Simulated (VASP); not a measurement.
Wanted: the native input for a VASP 6.6.1 run.

* Task: single point
* Functional: PBE
* Potentials or basis: VASP PAW PBE potentials, release 64 (Ni, O)
* Cutoff: 520 eV
* k mesh: 12 × 12 × 1
* Occupations: gaussian, width 0.2 eV
* Spin: no spin polarisation
* Dipole correction: no
* Further INCAR settings: ALGO = Normal; EDIFF = 1e-06; NBANDS = 64

The structure of Ni2O lies in POSCAR:

```
Ni2O
1.0
    2.6412983717      0.0000000000      0.0000000000
   -1.3206491858      2.2874314889      0.0000000000
    0.0000000000      0.0000000000     20.2549694215
Ni O
8 4
Direct
    0.3333333333      0.6666666667      0.4327894359
    0.3333333333      0.6666666667      0.9327894359
    0.3333333333      0.6666666667      0.3172105641
    0.3333333333      0.6666666667      0.8172105641
    0.6666666667      0.3333333333      0.0672105641
    0.6666666667      0.3333333333      0.5672105641
    0.6666666667      0.3333333333      0.1827894359
    0.6666666667      0.3333333333      0.6827894359
    0.0000000000      1.0000000000      0.0000000000
    0.0000000000      1.0000000000      0.5000000000
    0.0000000000      0.0000000000      0.2500000000
    0.0000000000      0.0000000000      0.7500000000
```

One way to write it, as run:

INCAR

```
PREC     = Accurate       # precision mode
ENCUT    = 520            # plane-wave cutoff, eV
EDIFF    = 1E-6           # SCF threshold, eV
ISMEAR   = 0              # smearing method
SIGMA    = 0.2            # smearing width, eV
LREAL    = False          # projectors in reciprocal space
LASPH    = True           # aspherical terms in the spheres
NELM     = 100            # most SCF steps
ALGO     = Normal         # electronic algorithm
ISIF     = 2              # what is computed and relaxed
LWAVE    = False          # write WAVECAR
LCHARG   = False          # write CHGCAR
GGA      = PE             # functional
NBANDS   = 64             # bands
```

KPOINTS

```
Automatic mesh
0
Gamma
  12 12 1
```

Potentials or basis: VASP PAW PBE potentials, release 64 (Ni, O).

Run with:

```bash
$ cat potpaw_PBE.64/Ni/POTCAR potpaw_PBE.64/O/POTCAR > POTCAR
$ mpirun -np 1 vasp_std > vasp.out
```

Results of the run:

```yaml
Pressure: 0.3 GPa
Largest_force: 0.038 eV/Å
Band_gap_on_the_k_mesh: zero (band 52 reaches 7.87 eV, above the bottom of band 53 at 7.51 eV)
```

Caveat: the run has no spin polarisation, though such a crystal can be magnetic.

Wall time 2 min on 1 thread of Intel(R) Xeon(R) 6975P-C (Granite Rapids), on a shared host, peak memory 0.29 GiB.
